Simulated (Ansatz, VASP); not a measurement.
Two plane-wave programs on As

```
As
1.0
     1.89325    1.09307    3.53733
    -1.89325    1.09307    3.53733
     0.00000   -2.18614    3.53733
As
2
Direct
  0.22600 0.22600 0.22600
  0.77400 0.77400 0.77400
```

Alike in both runs: task single point; functional HSE06; k mesh 6 × 6 × 6; occupations fermi-dirac, width 0.05 eV; no spin polarisation.

|  | VASP | Ansatz |
| --- | --- | --- |
| version | VASP 6.6.1 | Ansatz 0.2.0 |
| potentials or method | VASP PAW PBE potentials, release 64 (As) | Ansatz PAW |
| plane-wave cutoff (eV) | 520 | 420 |
| valence electrons in the cell | 10 | 30 |

|  | VASP | Ansatz | Ansatz less VASP |
| --- | --- | --- | --- |
| gap on the k mesh at the Fermi level (eV) | none | none | - |
| pressure (GPa) | -1.1 | -0.8 | +0.31 |
| traceless stress, the component that is largest in VASP (GPa) | 0.50 | 0.41 | -0.086 |
| rms of the force components (eV/Å) | 0.049 | 0.046 | -0.0035 |

Atom by atom the forces differ by 0.003 eV/Å (rms over components). A gap of «none» marks a metal or a gap that the smearing closes. With one functional, cell and mesh, what is left measures potentials, basis and numerics. VASP's potentials hold 10 valence electrons a cell and Ansatz's 30, so a difference there can come from the potentials and not from the codes.
